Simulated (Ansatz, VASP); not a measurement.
**Na2Al2O in VASP and in Ansatz**

INCAR

```
SYSTEM = Na2Al2O
ALGO = Normal
EDIFF = 1E-6
ENCUT = 520
GGA = PE
ISIF = 2
ISMEAR = 0
ISPIN = 2
LASPH = .True.
LCHARG = .False.
LORBIT = 11
LREAL = .False.
LWAVE = .False.
MAGMOM = 0 0 0 0 1
NBANDS = 25
NELM = 150
PREC = Accurate
SIGMA = 0.1
```

The input KPOINTS:

```
k-points
0
Gamma
  4 4 4
  0 0 0
```

The input POSCAR:

```
Na2Al2O
1.0
    4.1961105500      0.0000000000      0.0000000000
    0.0000000000      4.1961105500      0.0000000000
    0.0000000000      0.0000000000      5.6447105100
Na Al O
2 2 1
Direct
    0.0000000000      0.0000000000      0.7502017000
    0.0000000000      0.0000000000      0.2497983000
    0.0000000000      0.5000000000      0.0000000000
    0.5000000000      0.0000000000      0.0000000000
    0.5000000000      0.5000000000      0.5000000000
```

Input for Ansatz:

```yaml
crystal:
  lattice:
    - [4.19611055, 0.0, 0.0]
    - [0.0, 4.19611055, 0.0]
    - [0.0, 0.0, 5.64471051]
  atoms:
    - { symbol: Na, position: [0.0, 0.0, 0.7502017] }
    - { symbol: Na, position: [0.0, 0.0, 0.2497983] }
    - { symbol: Al, position: [0.0, 0.5, 0.0] }
    - { symbol: Al, position: [0.5, 0.0, 0.0] }
    - { symbol: O, position: [0.5, 0.5, 0.5], spin: 1.0 }
basis:
  ecutwfc: 420
kpoints:
  mp_grid: { grid: [4, 4, 4] }
hamiltonian:
  xc: pbe
scf:
  occupations: { method: gaussian, width: 0.1 }
  lower_state_search: "off"
output:
  forces: true
  stress: true
  eigenvalues: true
  populations: true
magnetization:
  spin_polarized: true
```

Alike in both runs: task single point; functional PBE; k mesh 4 × 4 × 4; occupations gaussian, width 0.1 eV; collinear spin.

|  | VASP | Ansatz |
| --- | --- | --- |
| version | VASP 6.6.1 | Ansatz 0.2.0 |
| potentials or method | VASP PAW PBE potentials, release 64 (Na_pv, Al, O), cutoff 520 eV | scalar-relativistic, plane waves, PAW |
| valence electrons in the cell | 26 | 30 |

|  | VASP | Ansatz | Ansatz less VASP |
| --- | --- | --- | --- |
| gap on the k mesh at the Fermi level (eV) | none | none | - |
| pressure (GPa) | 7.8 | 7.8 | -0.06 |
| traceless stress, the component that is largest in VASP (GPa) | 4.39 | 4.37 | -0.018 |
| rms of the force components (eV/Å) | 1.461 | 1.455 | -0.0064 |
| net moment per atom (μB) | 0.00 | 0.00 | 0.000 |

Atom by atom the forces differ by 0.006 eV/Å (rms over components). A gap of «none» marks a metal or a gap that the smearing closes. With one functional, cell and mesh, what is left measures potentials, basis and numerics. VASP's potentials hold 26 valence electrons a cell and Ansatz's 30, so a difference there can come from the potentials and not from the codes. Ansatz's warnings: seeded moment not kept.

The k mesh is coarse, so the values compare programs but aren't converged.
